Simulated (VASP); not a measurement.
Input of a VASP 6.6.1 run:

Contents of INCAR:

```
PREC = Accurate
ENCUT = 600
EDIFF = 1E-6
ISMEAR = -1
SIGMA = 5E-4
LREAL = F
LASPH = T
NELM = 120
ALGO = Normal
ISIF = 2
LWAVE = F
LCHARG = T
GGA = PE
LELF = T
LVHAR = T
NBANDS = 11
GGA_COMPAT = F
```

KPOINTS

```
Automatic mesh
0
Gamma
  8 8 8
```

The input POSCAR:

```
MgO
1.0
    0.0000000000      2.1496500000      2.1496500000
    2.1496500000      0.0000000000      2.1496500000
    2.1496500000      2.1496500000      0.0000000000
Mg O
1 1
Direct
    0.0000000000      0.0000000000      0.0000000000
    0.5000000000      0.5000000000      0.5000000000
```

Potentials or basis: VASP PAW PBE potentials, release 64 (Mg, O).

Command:

```bash
$ cat potpaw_PBE.64/Mg/POTCAR potpaw_PBE.64/O/POTCAR > POTCAR
$ mpirun -np 1 vasp_std > vasp.out
```

Task: Predict the pressure.

Result: -5.5 GPa.

Task: Predict the band gap on the k mesh.

Result: 4.15 eV, direct.

As with any semilocal functional, this PBE gap is likely too small.
